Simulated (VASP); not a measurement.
Set up this calculation in VASP 6.6.1, as the native input.

* Task: single point
* Functional: PBE
* Potentials or basis: VASP PAW PBE potentials, release 64 (Y_sv, Zr_sv, O)
* Cutoff: 520 eV
* k mesh: 6 × 6 × 6
* Occupations: gaussian, width 0.1 eV
* Spin: no spin polarisation
* Dipole correction: no
* Further INCAR settings: ALGO = Normal; EDIFF = 1e-06; NBANDS = 32

The structure of YZr2O2 lies in POSCAR:

```
YZr2O2
1.0
   -1.9672039000      1.9672039000      4.8111489400
    1.9672039000     -1.9672039000      4.8111489400
    1.9672039000      1.9672039000     -4.8111489400
Y Zr O
1 2 2
Direct
    0.0000000000      0.0000000000      0.0000000000
    0.7500000000      0.2500000000      0.5000000000
    0.2500000000      0.7500000000      0.5000000000
    0.3750000000      0.3750000000      0.0000000000
    0.6250000000      0.6250000000      0.0000000000
```

The cell was built from a structure type or drawn by symmetry, and may not be a known phase.

One way to write it, as run:

INCAR

```
PREC = Accurate
ENCUT = 520
EDIFF = 1E-6
ISMEAR = 0
SIGMA = 0.1
LREAL = False
LASPH = True
NELM = 60
ALGO = Normal
ISIF = 2
LWAVE = False
LCHARG = True
GGA = PE
LELF = True
LVHAR = True
NBANDS = 32
```

KPOINTS

```
regular mesh
0
Gamma
  6 6 6
```

Potentials or basis: VASP PAW PBE potentials, release 64 (Y_sv, Zr_sv, O).

Command:

```sh
$ cat potpaw_PBE.64/Y_sv/POTCAR potpaw_PBE.64/Zr_sv/POTCAR potpaw_PBE.64/O/POTCAR > POTCAR
$ mpirun -np 1 vasp_std > vasp.out
```

It gave:

* Pressure: 13.3 GPa
* Largest force: 1.236 eV/Å
* Band gap on the k mesh: zero (an odd number of electrons rules out a gap without spin polarisation)

Caveat: the cell stands under pressure; an odd number of electrons without spin polarisation forces a metal; a magnetic or distorted state may lie lower.

Wall time 78 s on 1 thread of AMD EPYC 9R45 96-Core Processor (Zen 5), on a shared host, peak memory 0.29 GiB.
